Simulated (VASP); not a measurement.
Input of a VASP 6.6.1 run:

INCAR

```
PREC = Accurate ; ENCUT = 520
EDIFF = 1E-7 ; ISMEAR = -1
SIGMA = 0.05 ; LREAL = False
LASPH = True ; NELM = 80
ALGO = Normal ; ISIF = 2
LWAVE = False ; LCHARG = False
GGA = PS ; IVDW = 12
NBANDS = 13
```

The input KPOINTS:

```
regular mesh
0
Gamma
  9 9 9
```

Contents of POSCAR:

```
Pb
1.0
    0.0000000000      2.4750200000      2.4750200000
    2.4750200000      0.0000000000      2.4750200000
    2.4750200000      2.4750200000      0.0000000000
Pb
1
Direct
    0.0000000000      0.0000000000      0.0000000000
```

Potentials or basis: VASP PAW PBE potentials, release 64 (Pb_d).

The run is started by

```console
$ cat potpaw_PBE.64/Pb_d/POTCAR > POTCAR
$ mpirun -np 1 vasp_std > vasp.out
```

(1) What does it give for the band gap on the k mesh?

(2) Predict the dispersion energy per atom.

(3) What does it give for the pressure?

Results:

(1) zero (band 7 reaches 14.51 eV, above the bottom of band 8 at 5.54 eV).

(2) -0.441 eV.

(3) -3.1 GPa.

Caveat: the PAW data sets were made with another functional, which shifts forces and pressure a little; spin-orbit coupling is left out, which moves the levels of the heavy elements; pairwise dispersion overbinds metals, which lowers pressure and volume.
